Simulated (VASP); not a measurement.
Here is a VASP 6.6.1 calculation.

INCAR

```
  PREC = Accurate
  ENCUT = 600
  EDIFF = 1E-6
  ISMEAR = 0
  SIGMA = 0.1
  LREAL = False
  LASPH = True
  NELM = 100
  ALGO = Normal
  ISIF = 3
  LWAVE = False
  LCHARG = False
  GGA = PE
  IBRION = 2
  NSW = 100
  EDIFFG = -0.01
```

KPOINTS

```
regular mesh
0
Gamma
  9 9 20
```

The input POSCAR:

```
Se
1.0
    7.3322209590      0.0000000000      0.0000000000
   -3.6661104795      6.3498896167      0.0000000000
    0.0000000000      0.0000000000      2.3622449722
Se
3
Direct
    0.0000000000      0.0000000000      0.0000000000
    0.3333333333      0.6666666667      0.5000000000
    0.6666666667      0.3333333333      0.5000000000
```

Potentials or basis: VASP PAW PBE potentials, release 64 (Se).

Launch:

```sh
$ cat potpaw_PBE.64/Se/POTCAR > POTCAR
$ mpirun -np 1 vasp_std > vasp.out
```

Problem. What does it give for the band gap on the k mesh?

Solution. Zero (bands 9 and 10 overlap by 2.31 eV).

Problem. Estimate the relaxed cell.

Solution. a = 7.333 Å, b = 7.333 Å, c = 2.363 Å, α = 90.00°, β = 90.00°, γ = 120.00°.

Problem. Predict the space group after relaxing (to 0.1 Å).

Solution. P6/mmm (No. 191).

Final structure:
```
Se
1.0
     7.33298    0.00000    0.00000
    -3.66649    6.35055    0.00000
     0.00000    0.00000    2.36315
Se
3
Cartesian
  0.0000 0.0000 0.0000
  0.0000 4.2337 1.1816
  3.6665 2.1169 1.1816
```
